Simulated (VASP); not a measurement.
# C (P6_3/mmc) in VASP: a series of runs

Runs on C. Level: RPBE. Tasks: single point.

Everything below comes from runs of VASP 6.6.1. Logs are shortened: lines on timing, memory, paths and dates and some standing lists are left out, and cuts for length are marked.

### 1 The cell of the first run

The structure is hexagonal, space group P6_3/mmc (No. 194). Conventional cell: a = 2.455 Å, b = 2.455 Å, c = 4.084 Å, α = 90.00°, β = 90.00°, γ = 120.00°. Within 2.0 Å of C (site symmetry 3m) lie 4 C at 1.51 to 1.53 Å.

### 2 Single point, RPBE (volume scaled by 0.92)

Contents of INCAR:

```
SYSTEM = C
PREC     = Accurate       ! precision mode
ENCUT    = 520            ! plane-wave cutoff, eV
EDIFF    = 1E-7           ! SCF threshold, eV
ISMEAR   = -1             ! smearing method
SIGMA    = 0.05           ! smearing width, eV
LREAL    = .FALSE.        ! projectors in reciprocal space
LASPH    = .TRUE.         ! aspherical terms in the spheres
NELM     = 80             ! most SCF steps
ALGO     = Normal         ! electronic algorithm
ISIF     = 2              ! what is computed and relaxed
LWAVE    = .FALSE.        ! write WAVECAR
LCHARG   = .FALSE.        ! write CHGCAR
GGA      = RP             ! functional
NBANDS   = 16             ! bands
```

Contents of KPOINTS:

```
regular mesh
0
G
  12 12 7
  0 0 0
```

Contents of POSCAR:

```
C
1.0
    2.4546098533      0.0000000000      0.0000000000
   -1.2273049266      2.1257544893      0.0000000000
    0.0000000000      0.0000000000      4.0838966445
C
4
Direct
    0.3333333333      0.6666666667      0.0626895848
    0.6666666667      0.3333333333      0.5626895848
    0.3333333333      0.6666666667      0.4373104152
    0.6666666667      0.3333333333      0.9373104152
```

Potentials or basis: VASP PAW PBE potentials, release 64 (C).

On the command line:

```bash
$ cat potpaw_PBE.64/C/POTCAR > POTCAR
$ mpirun -np 1 vasp_std > vasp.out
```

OUTCAR:

```text
SYSTEM = C
   PREC = Accurate
   ENCUT = 520
   EDIFF = 1E-7
   ISMEAR = -1
   LREAL = .FALSE.
   LASPH = .TRUE.
   NELM = 80
   ISIF = 2
   GGA = RP

 ion  position               nearest neighbor table
   1  0.333  0.667  0.063-   4 1.51   4 1.51   4 1.51   3 1.53
   2  0.667  0.333  0.563-   3 1.51   3 1.51   3 1.51   4 1.53
   3  0.333  0.667  0.437-   2 1.51   2 1.51   2 1.51   1 1.53
   4  0.667  0.333  0.937-   1 1.51   1 1.51   1 1.51   2 1.53

  LATTYP: Found a hexagonal cell.
 ALAT       =     2.4546098533
 C/A-ratio  =     1.6637660926

  Lattice vectors:

 A1 = (   2.4546098533,   0.0000000000,   0.0000000000)
 A2 = (  -1.2273049266,   2.1257544893,   0.0000000000)
 A3 = (   0.0000000000,   0.0000000000,   4.0838966445)

Analysis of symmetry for initial positions (statically):
=====================================================================
 Subroutine PRICEL returns:
 Original cell was already a primitive cell.

 Routine SETGRP: Setting up the symmetry group for a
 hexagonal supercell.

 Subroutine GETGRP returns: Found 24 space group operations
 (whereof 12 operations were pure point group operations)
 out of a pool of 24 trial point group operations.

The static configuration has the point symmetry D_3d.
 The point group associated with its full space group is D_6h.

Analysis of symmetry for dynamics (positions and initial velocities):
=====================================================================
 Subroutine PRICEL returns:
 Original cell was already a primitive cell.

 Routine SETGRP: Setting up the symmetry group for a
 hexagonal supercell.

 Subroutine GETGRP returns: Found 24 space group operations
 (whereof 12 operations were pure point group operations)
 out of a pool of 24 trial point group operations.

The dynamic configuration has the point symmetry D_3d.
 The point group associated with its full space group is D_6h.

 Subroutine INISYM returns: Found 24 space group operations
 (whereof 12 operations are pure point group operations),
 and found     1 'primitive' translations

----------------------------------------------------------------------------------------

                                     Primitive cell

  volume of cell :      21.3094

  direct lattice vectors                    reciprocal lattice vectors
     2.454609853  0.000000000  0.000000000     0.407396719  0.235210605  0.000000000
    -1.227304927  2.125754489  0.000000000     0.000000000  0.470421210  0.000000000
     0.000000000  0.000000000  4.083896645     0.000000000  0.000000000  0.244864179

  length of vectors
     2.454609853  2.454609853  4.083896645     0.470421210  0.470421210  0.244864179

  position of ions in fractional coordinates (direct lattice)
     0.333333333  0.666666667  0.062689585
     0.666666667  0.333333333  0.562689585
     0.333333333  0.666666667  0.437310415
     0.666666667  0.333333333  0.937310415

  ion indices of the primitive-cell ions
   primitive index   ion index
                 1           1
                 2           2
                 3           3
                 4           4

----------------------------------------------------------------------------------------

 KPOINTS: regular mesh

Automatic generation of k-mesh.
 Grid dimensions read from file:
 generate k-points for:   12   12    7

 Generating k-lattice:

  Cartesian coordinates                     Fractional coordinates (reciprocal lattice)
     0.033949727  0.019600884  0.000000000     0.083333333  0.000000000  0.000000000
     0.000000000  0.039201768  0.000000000     0.000000000  0.083333333  0.000000000
     0.000000000  0.000000000  0.034980597     0.000000000  0.000000000  0.142857143

  Length of vectors
     0.039201768  0.039201768  0.034980597

  Shift w.r.t. Gamma in fractional coordinates (k-lattice)
     0.000000000  0.000000000  0.000000000

 Subroutine IBZKPT returns following result:
 ===========================================

 Found     76 irreducible k-points:

 Following reciprocal coordinates:
            Coordinates               Weight
  0.000000  0.000000  0.000000      1.000000
  0.083333  0.000000  0.000000      6.000000
  0.166667  0.000000  0.000000      6.000000
  0.250000  0.000000  0.000000      6.000000
  0.333333  0.000000  0.000000      6.000000
  0.416667  0.000000  0.000000      6.000000
[... 16 lines left out ...]
  0.250000  0.000000  0.142857     12.000000
  0.333333  0.000000  0.142857     12.000000
 [... further k-points ...]
   k-points           NKPTS =     76   k-points in BZ     NKDIM =     76   number of bands    NBANDS=     16
   number of dos      NEDOS =    301   number of ions     NIONS =      4
   total plane-waves  NPLWV =   9720
   dimension x,y,z NGX =    18 NGY =   18 NGZ =   30
   dimension x,y,z NGXF=    36 NGYF=   36 NGZF=   60
   ions per type =               4
   NGX,Y,Z   is equivalent  to a cutoff of  12.19, 12.19, 12.21 a.u.
   NGXF,Y,Z  is equivalent  to a cutoff of  24.38, 24.38, 24.42 a.u.
 SYSTEM =  C
   PREC   = accura    normal or accurate (medium, high low for compatibility)
   ISTART =      0    job   : 0-new  1-cont  2-samecut
   ICHARG =      2    charge: 1-file 2-atom 10-const
   ISPIN  =      1    spin polarized calculation?
   LNONCOLLINEAR =      F non collinear calculations
   LSORBIT =      F    spin-orbit coupling
   LASPH  =      T    aspherical Exc in radial PAW
   ENCUT  =  520.0 eV  38.22 Ry    6.18 a.u.   4.56  4.56  7.59*2*pi/ulx,y,z
   NELM   =     80;   NELMIN=  2; NELMDL= -5     # of ELM steps
   EDIFF  = 0.1E-06   stopping-criterion for ELM
   LREAL  =      F    real-space projection
   EDIFFG = 0.1E-05   stopping-criterion for IOM
   NSW    =      0    number of steps for IOM
   IBRION =     -1    ionic relax: 0-MD 1-quasi-New 2-CG
   NFREE  =      0    steps in history (QN), initial steepest desc. (CG)
   ISIF   =      2    stress and relaxation
   ISYM   =      2    0-nonsym 1-usesym 2-fastsym
   POTIM  = 0.5000    time-step for ionic-motion
   TEBEG  =    0.0;   TEEND  =   0.0 temperature during run
   PSTRESS=    0.0 pullay stress
   NELECT =      16.0000    total number of electrons
   NUPDOWN=      -1.0000    fix difference up-down
   EMIN   =  10.00;   EMAX   =-10.00  energy-range for DOS
   EFERMI =   0.00;   METHOD = LEGACY
   ISMEAR =    -1;   SIGMA  =   0.05  broadening in eV -4-tet -1-fermi 0-gaus
   EFERMI_NEDOS =   21; number of points for ismear=-14 and -15
   IALGO  =     38    algorithm
   IMIX   =      4    mixing-type and parameters
     AMIX     =   0.40;   BMIX     =  1.00
     AMIX_MAG =   1.60;   BMIX_MAG =  1.00
  volume/ion in A,a.u.               =       5.33        35.95
  Fermi-wavevector in a.u.,A,eV,Ry     =   1.487960  2.811838 30.123656  2.214026
  Thomas-Fermi vector in A             =   2.601055
   LORBIT       =      0    0 simple, 1 ext, 2 COOP (PROOUT), +10 PAW based schemes
   GGA     = RP    functional components
   LHFCALC =     F    Hartree Fock is set to
   AEXX    =    0.0000 exact exchange contribution
   IVDW    =     0    specifies the selected vdW correction
   LEPSILON=     F    determine dielectric tensor
   LRPA    =     F    only Hartree local field effects (RPA)
 non-spin polarized calculation
  energy-cutoff  :      520.00
  volume of cell :       21.31
 maximum number of plane-waves:       590
   NGX =  9   NGY =  9   NGZ = 15

 number of electron      15.9999997 magnetization

 Free energy of the ion-electron system (eV)
  ---------------------------------------------------
  ext. energy  EPLUGINS =         0.00000000
  ---------------------------------------------------
  free energy    TOTEN  =       -34.14152720 eV

  energy without entropy =      -34.14152720  energy(sigma->0) =      -34.14152720

 E-fermi :  12.0334     XC(G=0): -13.4841

 val. band max:       11.0976124456   @ k =   0.0000   0.0000   0.0000
 cond. band min:      14.2463152474   @ k =   0.3333   0.3333   0.0000
 fundamental gap:      3.1487028018
 Fermi energy:        12.0333874602

 k-point     1 :       0.0000    0.0000    0.0000
  band No.  band energies     occupation
      1     -11.6625      2.00000
      2      -5.7384      2.00000
      3      -3.3676      2.00000
      4       7.8016      2.00000
      5       7.8016      2.00000
      6      10.5809      2.00000
[... 8 lines left out ...]
     15      26.7432      0.00000
     16      29.8505      0.00000

 k-point     2 :       0.0833    0.0000    0.0000
  band No.  band energies     occupation
      1     -11.4822      2.00000
      2      -5.5770      2.00000
      3      -3.1969      2.00000
      4       6.9081      2.00000
      5       7.4204      2.00000
      6      10.3056      2.00000
[... 8 lines left out ...]
     15      26.9288      0.00000
     16      28.7729      0.00000

 k-point     3 :       0.1667    0.0000    0.0000
  band No.  band energies     occupation
      1     -10.9432      2.00000
      2      -5.0937      2.00000
      3      -2.6951      2.00000
      4       4.8074      2.00000
      5       6.5557      2.00000
      6       8.5492      2.00000
[... 8 lines left out ...]
     15      26.5753      0.00000
     16      27.4839      0.00000

 k-point     4 :       0.2500    0.0000    0.0000
  band No.  band energies     occupation
      1     -10.0524      2.00000
      2      -4.2940      2.00000
      3      -1.9114      2.00000
      4       2.3096      2.00000
      5       5.6239      2.00000
      6       6.3744      2.00000
[... 8 lines left out ...]
     15      26.3621      0.00000
     16      27.6813      0.00000
[... 324 lines left out ...]
 k-point    22 :       0.1667    0.0000    0.1429
  band No.  band energies     occupation
      1     -10.7999      2.00000
      2      -6.0489      2.00000
      3      -1.5095      2.00000
      4       4.9323      2.00000
      5       6.6766      2.00000
      6       8.1274      2.00000
[... 8 lines left out ...]
     15      26.8455      0.00000
     16      27.3988      0.00000

 k-point    23 :       0.2500    0.0000    0.1429
  band No.  band energies     occupation
      1      -9.9101      2.00000
      2      -5.2205      2.00000
      3      -0.7891      2.00000
      4       2.4583      2.00000
      5       5.7476      2.00000
      6       5.9157      2.00000
[... 8 lines left out ...]
     15      25.7958      0.00000
     16      27.6481      0.00000

 k-point    24 :       0.3333    0.0000    0.1429
  band No.  band energies     occupation
      1      -8.6855      2.00000
      2      -4.0889      2.00000
      3      -0.6455      2.00000
      4       0.7822      2.00000
      5       3.6425      2.00000
      6       4.9859      2.00000
[... 8 lines left out ...]
     15      26.5309      0.00000
     16      28.9255      0.00000

 [... further k-points ...]
[... 5 lines left out ...]
  --------------------------------------------------------------------------------------
  -------------------------------------------------------------------------------------
  Total        5.4954245      5.4954245      5.5906019      0.0000000     -0.0000000     -0.0000000
  in kB      413.1821073    413.1821073    420.3381672      0.0000000     -0.0000000     -0.0000000
  external PRESSURE =     415.5674606 kB  Pullay stress =       0.0000000 kB

 VOLUME and BASIS-vectors are now :
 -----------------------------------------------------------------------------
  energy-cutoff  :      520.00
  volume of cell :       21.31
      direct lattice vectors                 reciprocal lattice vectors
     2.454609853  0.000000000  0.000000000     0.407396719  0.235210605  0.000000000
    -1.227304927  2.125754489  0.000000000     0.000000000  0.470421210  0.000000000
     0.000000000  0.000000000  4.083896645     0.000000000  0.000000000  0.244864179

 POSITION                                       TOTAL-FORCE (eV/Angst)
 -----------------------------------------------------------------------------------
     -0.00000      1.41717      0.25602        -0.000000      0.000000      0.109356
      1.22730      0.70858      2.29797        -0.000000     -0.000000      0.109356
     -0.00000      1.41717      1.78593        -0.000000      0.000000     -0.109356
      1.22730      0.70858      3.82788         0.000000     -0.000000     -0.109356
 -----------------------------------------------------------------------------------
    total drift:                               -0.000000      0.000000      0.000000

  FREE ENERGIE OF THE ION-ELECTRON SYSTEM (eV)
  ---------------------------------------------------
  free  energy   TOTEN  =       -34.1415272036 eV

  energy  without entropy=      -34.1415272036  energy(sigma->0) =      -34.14152720
```

Run time: 19 s. Hardware: 1 thread of AMD EPYC 7R13 (Zen 3), shared host; peak memory 0.1 GiB.

Results:

* Free energy: -34.1415 eV
* Pressure: 41.6 GPa
* Largest force: 0.109 eV/Å
* Band gap on the k mesh: 3.15 eV, indirect (least direct gap 5.07 eV)

Forces in eV/Å, atoms in the order of the input:
```
C    0.000  0.000  0.109
C    0.000  0.000  0.109
C    0.000  0.000 -0.109
C    0.000  0.000 -0.109
```

Caveat: the PAW data sets were made with another functional, which shifts forces and pressure a little.

[end of part 1 of 2]
